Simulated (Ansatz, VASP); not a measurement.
One calculation of Sb, two programs

INCAR

```
SYSTEM = Sb
ALGO = Normal ; EDIFF = 1E-7
ENCUT = 520 ; GGA = PE
ISIF = 2 ; ISMEAR = -1
LASPH = .TRUE. ; LCHARG = .TRUE.
LELF = .TRUE. ; LREAL = .FALSE.
LVHAR = .TRUE. ; LWAVE = .FALSE.
NBANDS = 8 ; NELM = 80
PREC = Accurate ; SIGMA = 0.05
```

Contents of KPOINTS:

```
k-points
0
G
  12 12 12
  0 0 0
```

File POSCAR:

```
Sb
1.0
    0.0000000000      2.3502075557      2.3502075557
    2.3502075557      0.0000000000      2.3502075557
    2.3502075557      2.3502075557      0.0000000000
Sb
1
Direct
    0.0000000000      0.0000000000      0.0000000000
```

Input for Ansatz:

```yaml
crystal:
  lattice:
    - [0.0, 2.3502075557, 2.3502075557]
    - [2.3502075557, 0.0, 2.3502075557]
    - [2.3502075557, 2.3502075557, 0.0]
  atoms:
    - { symbol: Sb, position: [0.0, 0.0, 0.0] }
kpoints:
  mp_grid: { grid: [12, 12, 12] }
  band_path:
    path:
      - [0.0, 0.0, 0.0]
      - [0.5, 0.0, 0.5]
      - [0.625, 0.25, 0.625]
      - [0.375, 0.375, 0.75]
      - [0.0, 0.0, 0.0]
      - [0.5, 0.5, 0.5]
      - [0.5, 0.25, 0.75]
      - [0.5, 0.0, 0.5]
    npoints: 5
scf:
  occupations: { method: fermi_dirac, width: 0.05 }
hamiltonian:
  xc: pbe
  pseudopotentials: { kind: all_electron, lapw: { basis_error: 0.001 } }
output:
  forces: true
  stress: true
  eigenvalues: true
```

Change from the starting cell: volume scaled by 1.06.

Alike in both runs: task single point; functional PBE; k mesh 12 × 12 × 12; occupations fermi-dirac, width 0.05 eV; no spin polarisation.

|  | VASP | Ansatz |
| --- | --- | --- |
| version | VASP 6.6.1 | Ansatz 0.2.0 |
| potentials or method | VASP PAW PBE potentials, release 64 (Sb), cutoff 520 eV | all-electron LAPW, scalar-relativistic |

Ansatz gave:

* pressure (GPa): 4.0

**Question.** Which values does VASP return?

**Answer.** Pressure (GPa): 3.8.

Ansatz ran all-electron here, and VASP with PAW potentials.

Spin-orbit coupling is off throughout.
